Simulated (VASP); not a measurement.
# WS2 (R-3m) in VASP: further runs

The runs below take WS2 through single point, with PBE+D3(BJ), r2SCAN+rVV10, PBE.

All numbers are computed with VASP 6.6.1; they aren't measurements. Logs are shortened: lines on timing, memory, paths and dates and some standing lists are left out, and cuts for length are marked.

## (1) The cell of the first run

The structure is trigonal, space group R-3m (No. 166). Conventional cell: a = 3.173 Å, b = 3.173 Å, c = 17.852 Å, α = 90.00°, β = 90.00°, γ = 120.00°. Within 3.2 Å of W (site symmetry -3m) lie 6 S at 2.42 Å and 6 W at 3.17 Å. S (site symmetry 3m) has 3 W at 2.42 Å and 6 S at 3.17 Å within 3.2 Å.

## (2) Single point, PBE+D3(BJ)

The input, INCAR:

```
SYSTEM = WS2
PREC = Accurate ; ENCUT = 520
EDIFF = 1E-7 ; ISMEAR = -1
SIGMA = 0.02 ; LREAL = .False.
LASPH = .True. ; NELM = 80
ALGO = Normal ; ISIF = 2
LWAVE = .False. ; LCHARG = .True.
GGA = PE ; IVDW = 12
LELF = .True. ; LVHAR = .True.
NBANDS = 20
```

The input, KPOINTS:

```
regular mesh
0
Gamma
  6 6 6
  0 0 0
```

The input, POSCAR:

```
WS2
1.0
    1.5866840192      0.9160724456      5.9506418628
   -1.5866840192      0.9160724456      5.9506418628
    0.0000000000     -1.8321448912      5.9506418628
W S
1 2
Direct
    0.0000000000      0.0000000000      0.0000000000
    0.2448711161      0.2448711161      0.2448711161
    0.7551288839      0.7551288839      0.7551288839
```

Potentials or basis: VASP PAW PBE potentials, release 64 (W_sv, S).

The run is started by

```console
$ cat potpaw_PBE.64/W_sv/POTCAR potpaw_PBE.64/S/POTCAR > POTCAR
$ mpirun -np 1 vasp_std > vasp.out
```

OUTCAR:

```text
SYSTEM = WS2
   PREC = Accurate
   ENCUT = 520
   EDIFF = 1E-7
   ISMEAR = -1
   LREAL = .False.
   LASPH = .True.
   NELM = 80
   ISIF = 2
   GGA = PE
   IVDW = 12
 IVDW          = 12

 ion  position               nearest neighbor table
   1  0.000  0.000  0.000-   3 2.42   2 2.42   3 2.42   3 2.42   2 2.42   2 2.42
   2  0.245  0.245  0.245-   1 2.42   1 2.42   1 2.42
   3  0.755  0.755  0.755-   1 2.42   1 2.42   1 2.42

  LATTYP: Found a trigonal (rhomboedric) cell.
 ALAT       =     6.2263065682
 COS(alpha) =     0.8701177241

  Lattice vectors:

 A1 = (   1.5866840192,   0.9160724456,   5.9506418628)
 A2 = (  -1.5866840192,   0.9160724456,   5.9506418628)
 A3 = (   0.0000000000,  -1.8321448912,   5.9506418628)

Analysis of symmetry for initial positions (statically):
=====================================================================
 Subroutine PRICEL returns:
 Original cell was already a primitive cell.

 Routine SETGRP: Setting up the symmetry group for a
 trigonal (rhombohedral) supercell.

 Subroutine GETGRP returns: Found 12 space group operations
 (whereof 12 operations were pure point group operations)
 out of a pool of 12 trial point group operations.

The static configuration has the point symmetry D_3d.

Analysis of symmetry for dynamics (positions and initial velocities):
=====================================================================
 Subroutine PRICEL returns:
 Original cell was already a primitive cell.

 Routine SETGRP: Setting up the symmetry group for a
 trigonal (rhombohedral) supercell.

 Subroutine GETGRP returns: Found 12 space group operations
 (whereof 12 operations were pure point group operations)
 out of a pool of 12 trial point group operations.

The dynamic configuration has the point symmetry D_3d.

 Subroutine INISYM returns: Found 12 space group operations
 (whereof 12 operations are pure point group operations),
 and found     1 'primitive' translations

----------------------------------------------------------------------------------------

                                     Primitive cell

  volume of cell :      51.8962

  direct lattice vectors                    reciprocal lattice vectors
     1.586684019  0.916072446  5.950641863     0.315122604  0.181936120  0.056016366
    -1.586684019  0.916072446  5.950641863    -0.315122604  0.181936120  0.056016366
     0.000000000 -1.832144891  5.950641863     0.000000000 -0.363872241  0.056016366

  length of vectors
     6.226306568  6.226306568  6.226306568     0.368158717  0.368158717  0.368158717

  position of ions in fractional coordinates (direct lattice)
     0.000000000  0.000000000  0.000000000
     0.244871116  0.244871116  0.244871116
     0.755128884  0.755128884  0.755128884

  ion indices of the primitive-cell ions
   primitive index   ion index
                 1           1
                 2           2
                 3           3

----------------------------------------------------------------------------------------

 KPOINTS: regular mesh

Automatic generation of k-mesh.
 Grid dimensions read from file:
 generate k-points for:    6    6    6

 Generating k-lattice:

  Cartesian coordinates                     Fractional coordinates (reciprocal lattice)
     0.052520434  0.030322687  0.009336061     0.166666667 -0.000000000 -0.000000000
    -0.052520434  0.030322687  0.009336061    -0.000000000  0.166666667 -0.000000000
     0.000000000 -0.060645373  0.009336061    -0.000000000 -0.000000000  0.166666667

  Length of vectors
     0.061359786  0.061359786  0.061359786

  Shift w.r.t. Gamma in fractional coordinates (k-lattice)
     0.000000000  0.000000000  0.000000000

 Subroutine IBZKPT returns following result:
 ===========================================

 Found     32 irreducible k-points:

 Following reciprocal coordinates:
            Coordinates               Weight
  0.000000  0.000000  0.000000      1.000000
  0.166667  0.000000  0.000000      6.000000
  0.333333 -0.000000  0.000000      6.000000
  0.500000  0.000000 -0.000000      3.000000
  0.166667  0.166667  0.000000      6.000000
  0.333333  0.166667 -0.000000     12.000000
[... 16 lines left out ...]
  0.500000  0.500000  0.166667      6.000000
 -0.333333  0.500000  0.166667     12.000000
 [... further k-points ...]
   k-points           NKPTS =     32   k-points in BZ     NKDIM =     32   number of bands    NBANDS=     20
   number of dos      NEDOS =    301   number of ions     NIONS =      3
   total plane-waves  NPLWV = 110592
   dimension x,y,z NGX =    48 NGY =   48 NGZ =   48
   dimension x,y,z NGXF=    96 NGYF=   96 NGZF=   96
   ions per type =               1   2
   NGX,Y,Z   is equivalent  to a cutoff of  12.82, 12.82, 12.82 a.u.
   NGXF,Y,Z  is equivalent  to a cutoff of  25.63, 25.63, 25.63 a.u.
 SYSTEM =  WS2
   PREC   = accura    normal or accurate (medium, high low for compatibility)
   ISTART =      0    job   : 0-new  1-cont  2-samecut
   ICHARG =      2    charge: 1-file 2-atom 10-const
   ISPIN  =      1    spin polarized calculation?
   LNONCOLLINEAR =      F non collinear calculations
   LSORBIT =      F    spin-orbit coupling
   LASPH  =      T    aspherical Exc in radial PAW
   ENCUT  =  520.0 eV  38.22 Ry    6.18 a.u.  11.58 11.58 11.58*2*pi/ulx,y,z
   NELM   =     80;   NELMIN=  2; NELMDL= -5     # of ELM steps
   EDIFF  = 0.1E-06   stopping-criterion for ELM
   LREAL  =      F    real-space projection
   EDIFFG = 0.1E-05   stopping-criterion for IOM
   NSW    =      0    number of steps for IOM
   IBRION =     -1    ionic relax: 0-MD 1-quasi-New 2-CG
   NFREE  =      0    steps in history (QN), initial steepest desc. (CG)
   ISIF   =      2    stress and relaxation
   ISYM   =      2    0-nonsym 1-usesym 2-fastsym
   POTIM  = 0.5000    time-step for ionic-motion
   TEBEG  =    0.0;   TEEND  =   0.0 temperature during run
   PSTRESS=    0.0 pullay stress
   NELECT =      26.0000    total number of electrons
   NUPDOWN=      -1.0000    fix difference up-down
   EMIN   =  10.00;   EMAX   =-10.00  energy-range for DOS
   EFERMI =   0.00;   METHOD = LEGACY
   ISMEAR =    -1;   SIGMA  =   0.02  broadening in eV -4-tet -1-fermi 0-gaus
   EFERMI_NEDOS =   21; number of points for ismear=-14 and -15
   IALGO  =     38    algorithm
   IMIX   =      4    mixing-type and parameters
     AMIX     =   0.40;   BMIX     =  1.00
     AMIX_MAG =   1.60;   BMIX_MAG =  1.00
  volume/ion in A,a.u.               =      17.30       116.74
  Fermi-wavevector in a.u.,A,eV,Ry     =   1.300232  2.457082 23.002052  1.690603
  Thomas-Fermi vector in A             =   2.431444
   LORBIT       =      0    0 simple, 1 ext, 2 COOP (PROOUT), +10 PAW based schemes
   GGA     = PE    functional components
   LHFCALC =     F    Hartree Fock is set to
   AEXX    =    0.0000 exact exchange contribution
   IVDW    =    12    specifies the selected vdW correction
   LEPSILON=     F    determine dielectric tensor
   LRPA    =     F    only Hartree local field effects (RPA)
 non-spin polarized calculation
  energy-cutoff  :      520.00
  volume of cell :       51.90
 maximum number of plane-waves:      1410
 NGX is ok and might be reduce to    48
   NGX = 23   NGY = 23   NGZ = 23

 number of electron      26.0000000 magnetization

 Free energy of the ion-electron system (eV)
  ---------------------------------------------------
  ext. energy  EPLUGINS =         0.00000000
  ---------------------------------------------------
  free energy    TOTEN  =       -22.76296300 eV

  energy without entropy =      -22.76209460  energy(sigma->0) =      -22.76252880

 E-fermi :   7.7474     XC(G=0): -11.1676

 val. band max:        7.6417569486   @ k =   0.0000   0.0000   0.0000
 cond. band min:       7.7486845414   @ k =  -0.3333   0.5000   0.3333
 fundamental gap:      0.1069275928
 Fermi energy:         7.7473511863

 k-point     1 :       0.0000    0.0000    0.0000
  band No.  band energies     occupation
      1     -66.9010      2.00000
      2     -31.0523      2.00000
      3     -31.0325      2.00000
      4     -31.0325      2.00000
      5      -7.7391      2.00000
      6      -5.7269      2.00000
[... 12 lines left out ...]
     19      13.9240      0.00000
     20      17.2650      0.00000

 k-point     2 :       0.1667    0.0000    0.0000
  band No.  band energies     occupation
      1     -66.8966      2.00000
      2     -31.1193      2.00000
      3     -31.0528      2.00000
      4     -31.0366      2.00000
      5      -7.2629      2.00000
      6      -5.6492      2.00000
[... 12 lines left out ...]
     19      15.2275      0.00000
     20      16.8963      0.00000

 k-point     3 :       0.3333   -0.0000    0.0000
  band No.  band energies     occupation
      1     -66.8879      2.00000
      2     -31.2890      2.00000
      3     -31.0931      2.00000
      4     -31.0049      2.00000
      5      -6.2003      2.00000
      6      -5.3445      2.00000
[... 12 lines left out ...]
     19      14.5869      0.00000
     20      16.4987      0.00000

 k-point     4 :       0.5000    0.0000   -0.0000
  band No.  band energies     occupation
      1     -66.8835      2.00000
      2     -31.3720      2.00000
      3     -31.1131      2.00000
      4     -30.9891      2.00000
      5      -5.7954      2.00000
      6      -4.7913      2.00000
[... 12 lines left out ...]
     19      14.3496      0.00000
     20      14.5136      0.00000

 k-point     5 :       0.1667    0.1667    0.0000
  band No.  band energies     occupation
      1     -66.8966      2.00000
      2     -31.1193      2.00000
      3     -31.0528      2.00000
      4     -31.0366      2.00000
      5      -7.2342      2.00000
      6      -5.7013      2.00000
[... 12 lines left out ...]
     19      15.3144      0.00000
     20      16.8459      0.00000

 k-point     6 :       0.3333    0.1667   -0.0000
  band No.  band energies     occupation
      1     -66.8901      2.00000
      2     -31.2308      2.00000
      3     -31.0998      2.00000
      4     -31.0128      2.00000
      5      -6.3959      2.00000
      6      -5.5634      2.00000
[... 12 lines left out ...]
     19      16.5541      0.00000
     20      16.7714      0.00000

 k-point     7 :       0.5000    0.1667    0.0000
  band No.  band energies     occupation
      1     -66.8835      2.00000
      2     -31.3290      2.00000
      3     -31.1578      2.00000
      4     -30.9891      2.00000
      5      -5.6352      2.00000
      6      -5.0201      2.00000
[... 12 lines left out ...]
     19      15.0865      0.00000
     20      16.4200      0.00000
[... 277 lines left out ...]
 k-point    20 :       0.5000    0.3333    0.1667
  band No.  band energies     occupation
      1     -66.8901      2.00000
      2     -31.2308      2.00000
      3     -31.0998      2.00000
      4     -31.0129      2.00000
      5      -6.2451      2.00000
      6      -5.7442      2.00000
[... 12 lines left out ...]
     19      16.7014      0.00000
     20      16.9283      0.00000

 k-point    21 :      -0.3333    0.3333    0.1667
  band No.  band energies     occupation
      1     -66.8835      2.00000
      2     -31.3290      2.00000
      3     -31.1578      2.00000
      4     -30.9891      2.00000
      5      -5.6143      2.00000
      6      -5.0324      2.00000
[... 12 lines left out ...]
     19      15.0349      0.00000
     20      16.0810      0.00000

 k-point    22 :      -0.1667    0.3333    0.1667
  band No.  band energies     occupation
      1     -66.8835      2.00000
      2     -31.3290      2.00000
      3     -31.1578      2.00000
      4     -30.9891      2.00000
      5      -5.4958      2.00000
      6      -5.1940      2.00000
[... 12 lines left out ...]
     19      14.5173      0.00000
     20      16.3459      0.00000

 k-point    23 :       0.5000    0.5000    0.1667
  band No.  band energies     occupation
      1     -66.8879      2.00000
      2     -31.2890      2.00000
      3     -31.0931      2.00000
      4     -31.0050      2.00000
      5      -5.8869      2.00000
      6      -5.7052      2.00000
[... 12 lines left out ...]
     19      14.6463      0.00000
     20      16.9019      0.00000

 k-point    24 :      -0.3333    0.5000    0.1667
  band No.  band energies     occupation
      1     -66.8835      2.00000
      2     -31.3290      2.00000
      3     -31.1578      2.00000
      4     -30.9891      2.00000
      5      -5.5383      2.00000
      6      -5.1216      2.00000
[... 12 lines left out ...]
     19      14.7444      0.00000
     20      16.1291      0.00000

 [... further k-points ...]

------------------------ aborting loop because EDIFF is reached ----------------------------------------

 Edisp (eV)   -1.32014

 E8    (eV) :    -0.5556

  FORCE on cell =-STRESS in cart. coord.  units (eV):
  Direction    XX          YY          ZZ          XY          YZ          ZX
  --------------------------------------------------------------------------------------
  -------------------------------------------------------------------------------------
  Total      -0.01034    -0.01034    -0.00837     0.00000    -0.00000     0.00000
  in kB      -0.31919    -0.31919    -0.25839     0.00000    -0.00000     0.00000
  external pressure =       -0.30 kB  Pullay stress =        0.00 kB

 VOLUME and BASIS-vectors are now :
 -----------------------------------------------------------------------------
  energy-cutoff  :      520.00
  volume of cell :       51.90
      direct lattice vectors                 reciprocal lattice vectors
     1.586684019  0.916072446  5.950641863     0.315122604  0.181936120  0.056016366
    -1.586684019  0.916072446  5.950641863    -0.315122604  0.181936120  0.056016366
     0.000000000 -1.832144891  5.950641863     0.000000000 -0.363872241  0.056016366

 POSITION                                       TOTAL-FORCE (eV/Angst)
 -----------------------------------------------------------------------------------
      0.00000      0.00000      0.00000         0.000000      0.000000      0.000000
      0.00000      0.00000      4.37142         0.000000      0.000000      0.001035
      0.00000      0.00000     13.48050         0.000000      0.000000     -0.001035
 -----------------------------------------------------------------------------------
    total drift:                               -0.000000     -0.000000     -0.000000

  FREE ENERGIE OF THE ION-ELECTRON SYSTEM (eV)
  ---------------------------------------------------
  free  energy   TOTEN  =       -24.0831016177 eV

  energy  without entropy=      -24.0822332220  energy(sigma->0) =      -24.08266742
```

It took 47 s on 1 thread of Intel Xeon 6975P-C (Granite Rapids), shared host; peak memory 0.31 GiB.

What came out:

- Free energy: -24.0831 eV
- Pressure: 0.0 GPa
- Band gap on the k mesh: zero (band 13 reaches 8.42 eV, above the bottom of band 14 at 7.45 eV)
- Dispersion energy per atom: -0.440 eV

Caveat: the k points lie up to 0.39 Å⁻¹ apart; spin-orbit coupling is left out, which moves the levels of the heavy elements; pairwise dispersion overbinds metals, which lowers pressure and volume.

## (3) Single point, r2SCAN+rVV10

This run uses another cell than the first one, of 17.96 Å³/atom, 1.038 times its volume.

The input, POSCAR:

```
WS2
1.0
    1.5985959961      0.9229498287      6.0871024718
   -1.5985959961      0.9229498287      6.0871024718
    0.0000000000     -1.8458996574      6.0871024718
W S
1 2
Direct
    0.0000000000      0.0000000000      0.0000000000
    0.2477300226      0.2477300226      0.2477300226
    0.7522699774      0.7522699774      0.7522699774
```

The input, INCAR.step1:

```
  ALGO = Normal
  EDIFF = 1E-4
  ENCUT = 520
  GGA = PE
  ISMEAR = -1
  LASPH = True
  LCHARG = False
  LREAL = False
  LWAVE = True
  NBANDS = 20
  NELM = 60
  PREC = Accurate
  SIGMA = 0.02
```

The input, INCAR.step2:

```
  ALGO = Normal
  BPARAM = 11.95
  CPARAM = 0.0093
  EDIFF = 1E-7
  ENCUT = 520
  ISIF = 2
  ISMEAR = -1
  ISTART = 1
  IVDW_NL = 2
  LASPH = True
  LCHARG = True
  LELF = True
  LMIXTAU = True
  LREAL = False
  LUSE_VDW = True
  LVHAR = True
  LWAVE = False
  METAGGA = R2SCAN
  NBANDS = 20
  NELM = 60
  PREC = Accurate
  SIGMA = 0.02
```

The input, KPOINTS:

```
k-points
0
Gamma
  8 8 8
```

Potentials or basis: VASP PAW PBE potentials, release 64 (W_sv, S).

The run is started by

```console
$ cat potpaw_PBE.64/W_sv/POTCAR potpaw_PBE.64/S/POTCAR > POTCAR
$ cp INCAR.step1 INCAR
$ mpirun -np 1 vasp_std > vasp.out
$ cp INCAR.step2 INCAR
$ mpirun -np 1 vasp_std > vasp.out
```

Wall time 8.1 min (1 thread of Intel Xeon 6975P-C (Granite Rapids), shared host); peak memory 0.76 GiB.

Results (log left out):

- Free energy: -68.6406 eV
- Pressure: 0.4 GPa
- Largest force: 0.030 eV/Å
- Band gap on the k mesh: zero (band 13 reaches 7.60 eV, above the bottom of band 14 at 6.71 eV)

Forces in eV/Å, atoms in the order of the input:
```
W    0.000  0.000  0.000
S    0.000  0.000 -0.030
S    0.000  0.000  0.030
```

Stress tensor (GPa, compression positive):
```
0.41 0.00 0.00
0.00 0.41 0.00
0.00 0.00 0.27
```

Levels at points of the mesh, in eV from the Fermi level:
```
           k point  band 10  band 11  band 12  band 13  band 14  band 15  band 16  band 17
(0.00, 0.00, 0.00)    -2.16    -1.35    -0.90    -0.90    -0.65    -0.65     3.51     3.51
(0.50, 0.00, 0.00)    -4.74    -3.51    -2.14    -2.09     1.69     2.54     3.67     4.43
(0.50, 0.50, 0.00)    -4.64    -3.48    -2.51    -2.35     1.69     2.31     4.13     4.27
(0.50, 0.50, 0.50)    -4.52    -0.88    -0.88    -0.79    -0.79    -0.13     3.65     3.65
```

Caveat: the PAW data sets were made with another functional, which shifts forces and pressure a little; spin-orbit coupling is left out, which moves the levels of the heavy elements.

## (4) Single point, PBE

This run uses another cell than the first one, of 17.96 Å³/atom, 1.038 times its volume.

The input, INCAR:

```
SYSTEM = WS2
PREC = Accurate
ENCUT = 520
EDIFF = 1E-6
ISMEAR = -1
SIGMA = 0.02
LREAL = .FALSE.
LASPH = .TRUE.
NELM = 60
ALGO = Normal
ISIF = 2
LWAVE = .FALSE.
LCHARG = .FALSE.
GGA = PE
NBANDS = 20
```

The input, KPOINTS:

```
Automatic mesh
0
G
  10 10 10
  0 0 0
```

POSCAR is that of step 3.

The run is started by

```console
$ cat potpaw_PBE.64/W_sv/POTCAR potpaw_PBE.64/S/POTCAR > POTCAR
$ mpirun -np 1 vasp_std > vasp.out
```

Run time: 2.4 min. Hardware: 1 thread of Intel Xeon 6975P-C (Granite Rapids), shared host; peak memory 0.38 GiB.

Results (log left out):

| Item | Value |
| --- | --- |
| Free energy | -22.7742 eV |
| Pressure | 3.1 GPa |
| Largest force | 0.239 eV/Å |
| Band gap on the k mesh | zero (band 13 reaches 7.95 eV, above the bottom of band 14 at 6.92 eV) |

Forces in eV/Å, atoms in the order of the input:
```
W    0.000  0.000  0.000
S    0.000  0.000 -0.239
S    0.000  0.000  0.239
```

Stress tensor (GPa, compression positive):
```
2.26 0.00 0.00
0.00 2.26 0.00
0.00 0.00 4.77
```

Levels at points of the mesh, in eV from the Fermi level:
| k point | band 10 | band 11 | band 12 | band 13 | band 14 | band 15 | band 16 | band 17 |
| --- | --- | --- | --- | --- | --- | --- | --- | --- |
| (0.00, 0.00, 0.00) | -1.99 | -1.31 | -0.85 | -0.85 | -0.55 | -0.55 | 3.36 | 3.36 |
| (0.50, 0.00, 0.00) | -4.46 | -3.27 | -2.07 | -1.90 | 1.61 | 2.41 | 3.54 | 4.20 |
| (0.50, 0.50, 0.00) | -4.36 | -3.23 | -2.43 | -2.16 | 1.62 | 2.20 | 3.86 | 4.11 |
| (0.50, 0.50, 0.50) | -4.27 | -0.83 | -0.83 | -0.68 | -0.68 | -0.14 | 3.50 | 3.50 |

Caveat: spin-orbit coupling is left out, which moves the levels of the heavy elements.

## (5) The runs side by side

| level | cell | k mesh | gap on the mesh (eV) | pressure (GPa) | largest force (eV/Å) |
| --- | --- | --- | --- | --- | --- |
| PBE+D3(BJ) | a = 6.226 Å, angles 29.5°, 3 atoms | 6 × 6 × 6 | none | 0.0 | - |
| r2SCAN+rVV10 | a = 6.361 Å, angles 29.1°, 3 atoms | 8 × 8 × 8 | none | 0.4 | 0.03 |
| PBE | a = 6.361 Å, angles 29.1°, 3 atoms | 10 × 10 × 10 | none | 3.1 | 0.24 |

Alike in all rows: task single point; potentials or basis VASP PAW PBE potentials, release 64 (W_sv, S); no spin polarisation; cutoff (eV) 520; smearing fermi-dirac 0.02 eV.

Caveats: some runs use coarse meshes; spin-orbit coupling is left out, which moves the levels of the heavy elements; pairwise dispersion overbinds metals, which lowers pressure and volume (some runs); the PAW data sets were made with another functional, which shifts forces and pressure a little (some runs).

Total energies depend on the potentials used, so only differences within one code and one set of settings carry meaning.
